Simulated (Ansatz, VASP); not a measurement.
**One calculation of AgCl, two programs**

The input INCAR:

```
PREC = Accurate
ENCUT = 630
EDIFF = 1E-6
ISMEAR = -1
SIGMA = 0.05
LREAL = False
LASPH = True
NELM = 200
ALGO = Normal
ISIF = 2
LWAVE = False
LCHARG = False
LMAXMIX = 4
LDAU = True
LDAUTYPE = 2
LDAUL = 2 -1
LDAUU = 5 0
LDAUJ = 0 0
LDAUPRINT = 1
GGA = PS
NBANDS = 20
GGA_COMPAT = False
```

File KPOINTS:

```
regular mesh
0
Gamma
  8 8 8
```

The input POSCAR:

```
AgCl
1.0
    0.0000000000      2.7350000000      2.7350000000
    2.7350000000      0.0000000000      2.7350000000
    2.7350000000      2.7350000000      0.0000000000
Ag Cl
1 1
Direct
    0.0000000000      0.0000000000      0.0000000000
    0.5000000000      0.5000000000      0.5000000000
```

Contents of input.yaml:

```yaml
crystal:
  lattice:
    - [0.0, 2.735, 2.735]
    - [2.735, 0.0, 2.735]
    - [2.735, 2.735, 0.0]
  atoms:
    - { symbol: Ag, position: [0.0, 0.0, 0.0] }
    - { symbol: Cl, position: [0.5, 0.5, 0.5] }
hamiltonian:
  xc: pbesol
  pseudopotentials: { kind: paw }
  hubbard: { sites: [{ species: Ag, l: d, u_eff: 5.0 }] }
kpoints:
  mp_grid: { grid: [8, 8, 8] }
scf:
  occupations: { method: fermi_dirac, width: 0.05 }
  n_extra_bands: 6
output:
  forces: true
  stress: true
  eigenvalues: true
  dos: { projected: true, de: 0.05, nscf_kmesh: { grid: [12, 12, 12] } }
  write_density: true
  write_potential: true
  elf: true
  volumetric_format: npy
```

Alike in both runs: functional PBEsol; k mesh 8 × 8 × 8; occupations fermi-dirac, width 0.05 eV; no spin polarisation; Hubbard terms Ag d U = 5.0 eV.

|  | VASP | Ansatz |
| --- | --- | --- |
| version | VASP 6.6.1 | Ansatz 0.2.0 |
| potentials or method | VASP PAW PBE potentials, release 64 (Ag_sv_GW, Cl) | Ansatz PAW |
| plane-wave cutoff (eV) | 630 | 420 |
| valence electrons in the cell | 26 | 26 |
| task | single point | projected density of states |

VASP gave:

- gap on the k mesh at the Fermi level (eV): 1.42
- least direct gap on the mesh (eV): 3.37
- pressure (GPa): 0.0

**Question.** What did Ansatz give for the same quantities?

**Answer.** gap on the k mesh at the Fermi level (eV): 1.62; least direct gap on the mesh (eV): 3.26; pressure (GPa): 0.4.

VASP's potentials were made for PBE, not for PBEsol. The programs project onto different local orbitals, so the same U acts differently, and such runs can settle in different states.
